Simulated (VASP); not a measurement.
Set up this calculation in VASP 6.6.1, as the native input.

```
Task                   : single point
Functional             : PBE
Potentials or basis    : VASP PAW PBE potentials, release 64 (K_sv, Br)
Cutoff                 : 520 eV
k mesh                 : 8 × 8 × 8
Occupations            : gaussian, width 0.05 eV
Spin                   : no spin polarisation
Dipole correction      : no
Further INCAR settings : ALGO = Normal; EDIFF = 1e-06; NBANDS = 15
```

The structure of KBr lies in POSCAR:

```
KBr
1.0
    0.0000000000      3.1861149692      3.1861149692
    3.1861149692      0.0000000000      3.1861149692
    3.1861149692      3.1861149692      0.0000000000
K Br
1 1
Direct
    0.0000000000      0.0000000000      0.0000000000
    0.5000000000      0.5000000000      0.5000000000
```

The input as run:

INCAR

```
SYSTEM = KBr
ALGO     = Normal         ! electronic algorithm
EDIFF    = 1E-6           ! SCF threshold, eV
ENCUT    = 520            ! plane-wave cutoff, eV
GGA      = PE             ! functional
ISIF     = 2              ! what is computed and relaxed
ISMEAR   = 0              ! smearing method
LASPH    = .True.         ! aspherical terms in the spheres
LCHARG   = .False.        ! write CHGCAR
LREAL    = .False.        ! projectors in reciprocal space
LWAVE    = .False.        ! write WAVECAR
NBANDS   = 15             ! bands
NELM     = 60             ! most SCF steps
PREC     = Accurate       ! precision mode
SIGMA    = 0.05           ! smearing width, eV
```

KPOINTS

```
k-points
0
Gamma
  8 8 8
  0 0 0
```

Potentials or basis: VASP PAW PBE potentials, release 64 (K_sv, Br).

Launch:

```bash
$ cat potpaw_PBE.64/K_sv/POTCAR potpaw_PBE.64/Br/POTCAR > POTCAR
$ mpirun -np 1 vasp_std > vasp.out
```

It gave:

The pressure is 3.0 GPa and the band gap on the k mesh is 4.74 eV, direct.

Wall time 21 s on 1 thread of Intel(R) Xeon(R) Platinum 8375C CPU @ 2.90GHz (Ice Lake), with other jobs on the host, peak memory 0.21 GiB.
